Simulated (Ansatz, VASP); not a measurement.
# One calculation of SnO2, two programs

INCAR

```
SYSTEM = SnO2
PREC = Accurate ; ENCUT = 520
EDIFF = 1E-7 ; ISMEAR = -1
SIGMA = 0.05 ; LREAL = .FALSE.
LASPH = .TRUE. ; NELM = 100
ALGO = Normal ; ISIF = 2
LWAVE = .FALSE. ; LCHARG = .FALSE.
GGA = PS ; NBANDS = 20
```

File KPOINTS:

```
regular mesh
0
G
  9 9 9
  0 0 0
```

Contents of POSCAR:

```
SnO2
1.0
    0.0000000000      2.5911978478      2.5911978478
    2.5911978478      0.0000000000      2.5911978478
    2.5911978478      2.5911978478      0.0000000000
Sn O
1 2
Direct
    0.0000000000      0.0000000000      0.0000000000
    0.7500000000      0.7500000000      0.7500000000
    0.2500000000      0.2500000000      0.2500000000
```

The input input.yaml:

```yaml
crystal:
  lattice:
    - [0.0, 2.5911978478, 2.5911978478]
    - [2.5911978478, 0.0, 2.5911978478]
    - [2.5911978478, 2.5911978478, 0.0]
  atoms:
    - { symbol: Sn, position: [0.0, 0.0, 0.0] }
    - { symbol: O, position: [0.75, 0.75, 0.75] }
    - { symbol: O, position: [0.25, 0.25, 0.25] }
kpoints:
  mp_grid: { grid: [9, 9, 9] }
scf:
  occupations: { method: fermi_dirac, width: 0.05 }
hamiltonian:
  xc: pbesol
  pseudopotentials: { kind: all_electron, lapw: { basis_error: 0.002 } }
output:
  forces: true
  stress: true
  eigenvalues: true
```

Change from the starting cell: volume scaled by 1.02.

Alike in both runs: task single point; functional PBEsol; k mesh 9 × 9 × 9; occupations fermi-dirac, width 0.05 eV; no spin polarisation.

|  | VASP | Ansatz |
| --- | --- | --- |
| version | VASP 6.6.1 | Ansatz 0.2.0 |
| potentials or method | VASP PAW PBE potentials, release 64 (Sn_d, O), cutoff 520 eV | all-electron LAPW, scalar-relativistic |

|  | VASP | Ansatz | Ansatz less VASP |
| --- | --- | --- | --- |
| gap on the k mesh at the Fermi level (eV) | none | none | - |
| pressure (GPa) | -9.9 | -10.4 | -0.54 |

VASP's potentials were made for PBE, not for PBEsol. A gap of «none» marks a metal or a gap that the smearing closes. Ansatz ran all-electron here, and VASP with PAW potentials.
